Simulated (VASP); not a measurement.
Runs of VASP 6.6.1 on HfAlB4. The structure is that of space group P6/mmm (No. 191), or close to it. The cells are those of the table. 

| task | level | cell | k mesh | cutoff (eV) | gap on the mesh (eV) | pressure (GPa) | largest force (eV/Å) |
| --- | --- | --- | --- | --- | --- | --- | --- |
| relaxation of cell and atoms | PBE | relaxed from a = 3.053, b = 3.053, c = 6.918 Å, angles 90.0, 90.0, 120.0°, 6 atoms | 12 × 12 × 6 | 600 | none | 0.0 | 0.01 |
| single point | r2SCAN | a = 3.052, b = 3.052, c = 6.923 Å, angles 90.0, 90.0, 120.0°, 6 atoms | 12 × 12 × 6 | 520 | none | (a) | 0.02 |
| single point | PBE | a = 3.053, b = 3.053, c = 6.918 Å, angles 90.0, 90.0, 120.0°, 6 atoms | 6 × 6 × 4 | 520 | none | -0.4 | 0.01 |
| single point | PBE | a = 3.052, b = 3.052, c = 6.923 Å, angles 90.0, 90.0, 120.0°, 6 atoms | 12 × 12 × 6 | 520 | none | -0.3 | 0.01 |

Alike in all rows: no spin polarisation; smearing gaussian 0.1 eV.

Fill in the values left out.

(a) -2.9.

Caveats: some runs use coarse meshes; spin-orbit coupling is left out, which moves the levels of the heavy elements; the PAW data sets were made with another functional, which shifts forces and pressure a little (at least some runs).

A k mesh can miss the band edges, and the runs leave out spin-orbit coupling on Hf.

A gap of «none» marks levels without a gap at the run's occupations.
